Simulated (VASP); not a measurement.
Set up this calculation in VASP 6.6.1, as the native input.

```
Task                   : relaxation of cell and atoms
Functional             : LDA
Potentials or basis    : VASP PAW LDA potentials, release 64 (Hg)
Cutoff                 : 600 eV
k mesh                 : 15 × 15 × 8
Occupations            : fermi-dirac, width 0.05 eV
Spin                   : no spin polarisation
Target pressure        : 26 GPa
Dipole correction      : no
Further INCAR settings : ALGO = Normal; EDIFF = 1e-06; IBRION = 2; EDIFFG = -0.005; NSW = 32; ISIF = 3
```

The structure of Hg lies in POSCAR:

```
Hg
1.0
    2.8774322254      0.0000000000      0.0000000000
   -1.4387161127      2.4919294049      0.0000000000
    0.0000000000      0.0000000000      4.8921300500
Hg
2
Direct
    0.3333333333      0.6666666667      0.2500000000
    0.6666666667      0.3333333333      0.7500000000
```

One way to write it, as run:

INCAR

```
ALGO = Normal ; EDIFF = 1E-6
EDIFFG = -0.005 ; ENCUT = 600
GGA = CA ; IBRION = 2
ISIF = 3 ; ISMEAR = -1
LASPH = True ; LCHARG = False
LREAL = False ; LWAVE = False
NELM = 100 ; NSW = 32
PREC = Accurate ; PSTRESS = 260.0
SIGMA = 0.05
```

KPOINTS

```
k-points
0
Gamma
  15 15 8
```

Potentials or basis: VASP PAW LDA potentials, release 64 (Hg).

Launch:

```console
$ cat potpaw_LDA.64/Hg/POTCAR > POTCAR
$ mpirun -np 1 vasp_std > vasp.out
```

It gave:

```
Relaxed volume                                             : 17.75 Å³/atom
Relaxed cell                                               : a = 2.904 Å, b = 2.904 Å, c = 4.860 Å, α = 90.00°, β = 90.00°, γ = 120.00°
Space group after relaxing (to 0.1 Å)                      : P6_3/mmc (No. 194)
Energy change on relaxing (the run minimises the enthalpy) : -35.4 meV/atom
Ionic steps                                                : 14
Pressure after relaxing                                    : 26.0 GPa
Band gap on the k mesh                                     : zero (bands 12 and 13 overlap by 2.06 eV)
```

Caveat: the cell is relaxed towards a set pressure, so the run minimises the enthalpy, not the energy; spin-orbit coupling is left out, which moves the levels of the heavy elements.

Run time: 2.3 min on 1 thread of Intel(R) Xeon(R) 6975P-C (Granite Rapids), with other jobs on the host, peak memory 0.22 GiB.
